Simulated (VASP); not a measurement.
Write the native input for VASP 6.6.1 that does the following.

| Property | Result |
| --- | --- |
| Task | single point |
| Functional | r2SCANh |
| Potentials or basis | VASP PAW PBE potentials, release 64 (Fe, O) |
| Cutoff | 520 eV |
| k mesh | 6 × 6 × 6 |
| Occupations | fermi-dirac, width 0.05 eV |
| Spin | collinear spin, ferromagnetic start |
| Starting moments | [3.0, 0.0] μB |
| Dipole correction | no |
| Grid for exact exchange (PRECFOCK) | Normal |
| Further INCAR settings | ALGO = Normal; EDIFF = 1e-06; NBANDS = 18 |
| Share of exact exchange | 0.1 |

The system is FeO.

```
Fe O
1.0
     0.00000    2.16967    2.16967
     2.16967    0.00000    2.16967
     2.16967    2.16967    0.00000
Fe O
1 1
Direct
  0.00000 0.00000 0.00000
  0.50000 0.50000 0.50000
```

These files were run (other wordings do the same):

POSCAR

```
FeO
1.0
    0.0000000000      2.1696745882      2.1696745882
    2.1696745882      0.0000000000      2.1696745882
    2.1696745882      2.1696745882      0.0000000000
Fe O
1 1
Direct
    0.0000000000      0.0000000000      0.0000000000
    0.5000000000      0.5000000000      0.5000000000
```

INCAR.step1

```
ALGO = Normal
EDIFF = 1E-5
ENCUT = 520
GGA = PE
ISIF = 2
ISMEAR = -1
ISPIN = 2
LASPH = True
LCHARG = False
LMAXMIX = 4
LORBIT = 11
LREAL = False
LWAVE = True
MAGMOM = 3 0
NBANDS = 18
NELM = 150
PREC = Accurate
SIGMA = 0.05
```

INCAR.step2

```
AEXX = 0.1
ALGO = Normal
EDIFF = 1E-6
ENCUT = 520
ISIF = 2
ISMEAR = -1
ISPIN = 2
ISTART = 1
LASPH = True
LCHARG = False
LHFCALC = True
LMAXMIX = 4
LMIXTAU = True
LORBIT = 11
LREAL = False
LWAVE = False
MAGMOM = 3 0
METAGGA = R2SCAN
NBANDS = 18
NELM = 150
PREC = Accurate
PRECFOCK = Normal
SIGMA = 0.05
```

KPOINTS

```
k-points
0
Gamma
  6 6 6
```

Potentials or basis: VASP PAW PBE potentials, release 64 (Fe, O).

The run is started by

```sh
$ cat potpaw_PBE.64/Fe/POTCAR potpaw_PBE.64/O/POTCAR > POTCAR
$ cp INCAR.step1 INCAR
$ mpirun -np 1 vasp_std > vasp.out
$ cp INCAR.step2 INCAR
$ mpirun -np 1 vasp_std > vasp.out
```

It gave:

```json
{
 "Pressure": "-11.2 GPa",
 "Band gap on the k mesh": "zero (filled and empty bands overlap)",
 "Net moment": "4.01 μB per cell",
 "Site moments": "Fe +3.73; O +0.26 μB",
 "Valence electrons inside the program's atomic spheres": "Fe 6.65; O 5.04"
}
```

Caveat: the k points lie up to 0.42 Å⁻¹ apart, too coarse for converged energies and pressures of a metal; the PAW data sets were made with another functional, which shifts forces and pressure a little; a cell with one magnetic atom can't hold antiferromagnetic order, which such compounds often take.

Wall time 110 min on 1 thread of AMD EPYC 7R13 Processor (Zen 3) (shared host), peak memory 0.14 GiB.
